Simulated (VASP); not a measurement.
Wanted: the native input for a VASP 6.6.1 run.

```
Task                   : single point
Functional             : PBE
Potentials or basis    : VASP PAW PBE potentials, release 64 (B, N)
Cutoff                 : 520 eV
k mesh                 : 12 × 12 × 6
Occupations            : gaussian, width 0.05 eV
Spin                   : no spin polarisation
Dipole correction      : no
Further INCAR settings : ALGO = Normal; EDIFF = 1e-06; NBANDS = 16
```

The structure of BN lies in POSCAR:

```
BN
1.0
    2.6560971858      0.0000000000      0.0000000000
   -1.3280485929      2.3002476378      0.0000000000
    0.0000000000      0.0000000000      4.3959292000
B N
2 2
Direct
    0.6666666667      0.3333333333      0.9997240000
    0.3333333333      0.6666666667      0.4997240000
    0.6666666667      0.3333333333      0.6252760000
    0.3333333333      0.6666666667      0.1252760000
```

This cell differs from its parent crystal: strain +0.040 along x and y, +0.040 along z.

One way to write it, as run:

INCAR

```
SYSTEM = BN
ALGO = Normal ; EDIFF = 1E-6
ENCUT = 520 ; GGA = PE
ISIF = 2 ; ISMEAR = 0
LASPH = .True. ; LCHARG = .False.
LREAL = .False. ; LWAVE = .False.
NBANDS = 16 ; NELM = 100
PREC = Accurate ; SIGMA = 0.05
```

KPOINTS

```
k-points
0
Gamma
  12 12 6
  0 0 0
```

Potentials or basis: VASP PAW PBE potentials, release 64 (B, N).

The run is started by

```console
$ cat potpaw_PBE.64/B/POTCAR potpaw_PBE.64/N/POTCAR > POTCAR
$ mpirun -np 1 vasp_std > vasp.out
```

It gave:

* Pressure: -35.2 GPa
* Largest force: 0.094 eV/Å
* Band gap on the k mesh: 5.34 eV, indirect (least direct gap 7.60 eV)

Caveat: the cell differs from its parent crystal (strain +0.040 along x and y, +0.040 along z).

It took 46 s on 1 thread of Intel Xeon 8259CL, with other jobs on the host, peak memory 0.15 GiB.
